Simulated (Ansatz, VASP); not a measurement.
# H in VASP and in Ansatz

The input INCAR:

```
PREC = Accurate
ENCUT = 520
EDIFF = 1E-6
ISMEAR = 0
SIGMA = 0.05
LREAL = F
LASPH = T
NELM = 60
ALGO = Normal
ISIF = 2
LWAVE = F
LCHARG = T
LELF = T
LVHAR = T
NBANDS = 6
```

File KPOINTS:

```
Automatic mesh
0
Gamma
  10 10 26
```

The input POSCAR:

```
H
1.0
    2.5171568020      0.0000000000      0.0000000000
    0.0000000000      2.5171568020      0.0000000000
    0.0000000000      0.0000000000      0.9804929200
H
1
Direct
    0.0000000000      0.0000000000      0.5000000000
```

Input for Ansatz:

```yaml
crystal:
  lattice:
    - [2.517156802, 0.0, 0.0]
    - [0.0, 2.517156802, 0.0]
    - [0.0, 0.0, 0.98049292]
  atoms:
    - { symbol: H, position: [0.0, 0.0, 0.5] }
basis:
  ecutwfc: 420
kpoints:
  mp_grid: { grid: [10, 10, 26] }
hamiltonian:
  xc: lda
scf:
  occupations: { method: gaussian, width: 0.05 }
output:
  forces: true
  stress: true
  eigenvalues: true
```

Change from the starting cell: strain -0.050 along x and y, +0.000 along z, atoms carried along.

Alike in both runs: task single point; functional LDA; k mesh 10 × 10 × 26; occupations gaussian, width 0.05 eV; no spin polarisation.

|  | VASP | Ansatz |
| --- | --- | --- |
| version | VASP 6.6.1 | Ansatz 0.2.0 |
| potentials or method | VASP PAW LDA potentials, release 64 (H), cutoff 520 eV | scalar-relativistic, plane waves, PAW |
| valence electrons in the cell | 1 | 1 |

VASP gave:

* gap on the k mesh at the Fermi level (eV): none
* pressure (GPa): 1.7
* traceless stress, the component that is largest in VASP (GPa): 3.75

Estimate Ansatz's values.

gap on the k mesh at the Fermi level (eV): none; pressure (GPa): 1.9; traceless stress, the component that is largest in VASP (GPa): 3.45.

LDA's correlation is that of Perdew and Zunger in VASP and of Perdew and Wang (1992) in Ansatz. A gap of «none» marks a metal or a gap that the smearing closes.
